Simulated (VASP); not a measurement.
Here is a VASP 6.6.1 calculation.

File INCAR:

```
SYSTEM = BiS
ALGO = Normal
EDIFF = 1E-6
ENCUT = 520
GGA = PE
ISIF = 2
ISMEAR = 0
LASPH = .True.
LCHARG = .False.
LREAL = .False.
LWAVE = .False.
NBANDS = 18
NELM = 80
PREC = Accurate
SIGMA = 0.02
```

The input KPOINTS:

```
k-points
0
Gamma
  7 7 7
  0 0 0
```

POSCAR

```
BiS
1.0
    4.0029443400      0.0000000000      0.0000000000
    0.0000000000      4.0029443400      0.0000000000
    0.0000000000      0.0000000000      4.0029443400
Bi S
1 1
Direct
    0.5000000000      0.5000000000      0.5000000000
    0.0000000000      0.0000000000      0.0000000000
```

Potentials or basis: VASP PAW PBE potentials, release 64 (Bi_d, S).

Command:

```console
$ cat potpaw_PBE.64/Bi_d/POTCAR potpaw_PBE.64/S/POTCAR > POTCAR
$ mpirun -np 1 vasp_std > vasp.out
```

**Question.** Estimate the pressure.

**Answer.** -10.9 GPa.
